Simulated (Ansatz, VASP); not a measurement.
**Two plane-wave programs on Si4O7**

INCAR

```
PREC = Accurate
ENCUT = 520
EDIFF = 1E-7
ISMEAR = 0
SIGMA = 0.05
LREAL = False
LASPH = True
NELM = 80
ALGO = Normal
ISIF = 2
LWAVE = False
LCHARG = False
NBANDS = 40
```

Contents of KPOINTS:

```
regular mesh
0
Gamma
  6 6 6
```

File POSCAR:

```
Si4O7
1.0
    0.0000000000      4.1548619959     -2.6614337333
    0.0000000000     -4.1548619959     -2.6614337333
   -4.1548619959      0.0000000000      2.6614337333
Si O
4 7
Direct
    0.2500000000      0.7500000000      0.5000000000
    0.7500000000      0.2500000000      0.5000000000
    0.0000000000      0.0000000000      1.0000000000
    0.5000000000      0.5000000000      1.0000000000
    1.0000000000      0.3055647994      0.3055647994
    0.5555647994      0.7500000000      0.8055647994
    0.0555647994      0.2500000000      0.8055647994
    0.0000000000      0.6944352006      0.6944352006
    0.5000000000      0.1944352006      0.6944352006
    0.9444352006      0.7500000000      0.1944352006
    0.4444352006      0.2500000000      0.1944352006
```

Input for Ansatz:

```yaml
crystal:
  lattice:
    - [0.0, 4.1548619959, -2.6614337333]
    - [0.0, -4.1548619959, -2.6614337333]
    - [-4.1548619959, 0.0, 2.6614337333]
  atoms:
    - { symbol: Si, position: [0.25, 0.75, 0.5] }
    - { symbol: Si, position: [0.75, 0.25, 0.5] }
    - { symbol: Si, position: [0.0, 0.0, 1.0] }
    - { symbol: Si, position: [0.5, 0.5, 1.0] }
    - { symbol: O, position: [1.0, 0.3055647994, 0.3055647994] }
    - { symbol: O, position: [0.5555647994, 0.75, 0.8055647994] }
    - { symbol: O, position: [0.0555647994, 0.25, 0.8055647994] }
    - { symbol: O, position: [0.0, 0.6944352006, 0.6944352006] }
    - { symbol: O, position: [0.5, 0.1944352006, 0.6944352006] }
    - { symbol: O, position: [0.9444352006, 0.75, 0.1944352006] }
    - { symbol: O, position: [0.4444352006, 0.25, 0.1944352006] }
basis:
  ecutwfc: 420
kpoints:
  mp_grid: { grid: [6, 6, 6] }
hamiltonian:
  xc: lda
  pseudopotentials: { kind: paw, azcp: { folder: soft_1 } }
scf:
  occupations: { method: gaussian, width: 0.05 }
output:
  forces: true
  stress: true
  eigenvalues: true
  write_density: true
  write_potential: true
  elf: true
  volumetric_format: npy
```

Change from the starting cell: O vacancy; atom 9 moved 0.000 of the way to it and +0.000 Å across, host rigid.

Alike in both runs: task single point; functional LDA; k mesh 6 × 6 × 6; occupations gaussian, width 0.05 eV; no spin polarisation.

|  | VASP | Ansatz |
| --- | --- | --- |
| version | VASP 6.6.1 | Ansatz 0.2.0 |
| potentials or method | VASP PAW LDA potentials, release 64 (Si, O), cutoff 520 eV | scalar-relativistic, plane waves, PAW |
| valence electrons in the cell | 58 | 58 |

```tsv
	VASP	Ansatz	Ansatz less VASP
gap on the k mesh at the Fermi level (eV)	1.90	1.90	+0.002
least direct gap on the mesh (eV)	2.40	2.41	+0.004
pressure (GPa)	-1.3	-2.2	-0.95
traceless stress, the component that is largest in VASP (GPa)	-2.98	-2.86	+0.126
rms of the force components (eV/Å)	0.386	0.371	-0.0150
```

Ansatz warns that its potentials were made for another functional, while VASP's fit it. LDA's correlation is that of Perdew and Zunger in VASP and of Perdew and Wang (1992) in Ansatz. Atom by atom the forces differ by 0.021 eV/Å (rms over components).
